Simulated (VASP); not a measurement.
A run of VASP 6.6.1 is set up as follows.

INCAR

```
  ALGO = Fast
  EDIFF = 1E-6
  ENCUT = 520
  GGA = PE
  ISIF = 2
  ISMEAR = 0
  LASPH = True
  LCHARG = True
  LELF = True
  LREAL = False
  LVHAR = True
  LWAVE = False
  NBANDS = 18
  NELM = 60
  PREC = Accurate
  SIGMA = 0.1
```

The input KPOINTS:

```
k-points
0
Gamma
  18 18 18
```

The input POSCAR:

```
CoSn
1.0
   -1.4818657874     -1.4818657874     -3.7072456242
   -1.4818657874     -3.7072456242     -1.4818657874
   -3.7072456242     -1.4818657874     -1.4818657874
Co Sn
1 1
Direct
    0.0000000000      0.0000000000      0.0000000000
    0.5000000000      0.5000000000      0.5000000000
```

Potentials or basis: VASP PAW PBE potentials, release 64 (Co, Sn_d).

Command:

```sh
$ cat potpaw_PBE.64/Co/POTCAR potpaw_PBE.64/Sn_d/POTCAR > POTCAR
$ mpirun -np 1 vasp_std > vasp.out
```

(1) What does it give for the band gap on the k mesh?

(2) Estimate the pressure.

## Answers

(1) zero (an odd number of electrons rules out a gap without spin polarisation).

(2) 0.0 GPa.

Caveat: spin-orbit coupling is left out, which moves the levels of the heavy elements; the run has no spin polarisation, though such a crystal can be magnetic.
